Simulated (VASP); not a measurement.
Write the native input for VASP 6.6.1 that does the following.

```
Task                   : relaxation of cell and atoms
Functional             : PBE
Potentials or basis    : VASP PAW PBE potentials, release 64 (Ga_d, As)
Cutoff                 : 600 eV
k mesh                 : 4 × 4 × 4
Occupations            : gaussian, width 0.1 eV
Spin                   : no spin polarisation
Dipole correction      : no
Further INCAR settings : ALGO = Normal; EDIFF = 1e-07; IBRION = 2; EDIFFG = -0.04; NSW = 90; ISIF = 3
```

The structure of Ga2As3 lies in POSCAR:

```
Ga2As3
1.0
    4.8968355200      0.0000000000      0.0000000000
    0.0000000000      4.8968355200      0.0000000000
    0.0000000000      0.0000000000      4.8968355200
Ga As
2 3
Direct
    0.0000000000      0.0000000000      0.0000000000
    0.5000000000      0.5000000000      0.5000000000
    0.0000000000      0.5000000000      0.5000000000
    0.5000000000      0.0000000000      0.5000000000
    0.5000000000      0.5000000000      0.0000000000
```

The input as run:

INCAR

```
ALGO = Normal
EDIFF = 1E-7
EDIFFG = -0.04
ENCUT = 600
GGA = PE
IBRION = 2
ISIF = 3
ISMEAR = 0
LASPH = True
LCHARG = False
LREAL = False
LWAVE = False
NELM = 100
NSW = 90
PREC = Accurate
SIGMA = 0.1
```

KPOINTS

```
k-points
0
Gamma
  4 4 4
```

Potentials or basis: VASP PAW PBE potentials, release 64 (Ga_d, As).

Run with:

```sh
$ cat potpaw_PBE.64/Ga_d/POTCAR potpaw_PBE.64/As/POTCAR > POTCAR
$ mpirun -np 1 vasp_std > vasp.out
```

It gave:

```yaml
Relaxed_volume: 24.42 Å³/atom
Relaxed_cell: a = 4.961 Å, b = 4.961 Å, c = 4.961 Å, α = 90.00°, β = 90.00°, γ = 90.00°
Space_group_after_relaxing_to_0.05_Å: Pm-3m (No. 221)
Energy_gained_by_relaxing: 5.5 meV/atom
Ionic_steps: 2
Pressure_after_relaxing: 0.1 GPa
```

Run time: 62 s on 1 thread of Intel(R) Xeon(R) Platinum 8259CL CPU @ 2.50GHz (Skylake/Cascade Lake) (shared host), peak memory 0.26 GiB.
